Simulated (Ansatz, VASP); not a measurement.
CdF2 in VASP and in Ansatz

```xyz
3
Lattice="0.0000 2.6431 2.7882 2.6431 0.0000 2.7882 2.6431 2.6431 0.0000" Properties=species:S:1:pos:R:3 pbc="T T T"
Cd    0.0000    0.0000    0.0000
F     1.3216    1.3216    1.3941
F     3.9647    3.9647    4.1824
```

Alike in both runs: task single point; functional PBE; k mesh 8 × 8 × 8; occupations gaussian, width 0.05 eV; no spin polarisation.

```csv
,VASP,Ansatz
version,VASP 6.6.1,Ansatz 0.2.0
potentials or method,"VASP PAW PBE potentials, release 64 (Cd, F), cutoff 520 eV","scalar-relativistic, plane waves, PAW"
valence electrons in the cell,26,34
```

|  | VASP | Ansatz | Ansatz less VASP |
| --- | --- | --- | --- |
| gap on the k mesh at the Fermi level (eV) | 3.00 | 3.03 | +0.033 |
| least direct gap on the mesh (eV) | 3.45 | 3.49 | +0.032 |
| pressure (GPa) | 6.6 | 5.9 | -0.77 |
| traceless stress, the component that is largest in VASP (GPa) | -3.83 | -3.89 | -0.062 |

VASP's potentials hold 26 valence electrons a cell and Ansatz's 34, so a difference there can come from the potentials and not from the codes.
